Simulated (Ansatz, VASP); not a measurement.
One calculation of Si3N4, two programs

```
Si N
1.0
     7.54403    0.00000    0.00000
    -3.77201    6.53332    0.00000
     0.00000    0.00000    2.88282
Si N
6 8
Direct
  0.76600 0.17230 0.32563
  0.59370 0.76600 0.82563
  0.82770 0.59370 0.32563
  0.23400 0.82770 0.82563
  0.40630 0.23400 0.32563
  0.17230 0.40630 0.82563
  0.02814 0.32936 0.32563
  0.69878 0.02814 0.82563
  0.67064 0.69878 0.32563
  0.97186 0.67064 0.82563
  0.30122 0.97186 0.32563
  0.32936 0.30122 0.82563
  0.33333 0.66667 0.82563
  0.66667 0.33333 0.32563
```

Change from the starting cell: volume scaled by 0.98, ions relaxed.

Alike in both runs: functional PBE; k mesh 4 × 4 × 10; occupations fermi-dirac, width 0.02 eV; no spin polarisation.

Ansatz relaxed the structure, and its values are those at the end. VASP's run is a single point on that final structure, the one shown.

```csv
,VASP,Ansatz
version,VASP 6.6.1,Ansatz 0.2.0
potentials or method,"VASP PAW PBE potentials, release 64 (Si, N)","plane-wave PAW, scalar-relativistic"
plane-wave cutoff (eV),520,420
valence electrons in the cell,64,64
```

```csv
,VASP,Ansatz,Ansatz less VASP
gap on the k mesh at the Fermi level (eV),4.43,4.44,+0.012
pressure (GPa),11.6,11.9,+0.29
rms of the force components (eV/Å),0.005,0.003,-0.0017
```

Ansatz's warnings: stress scf threshold loose.
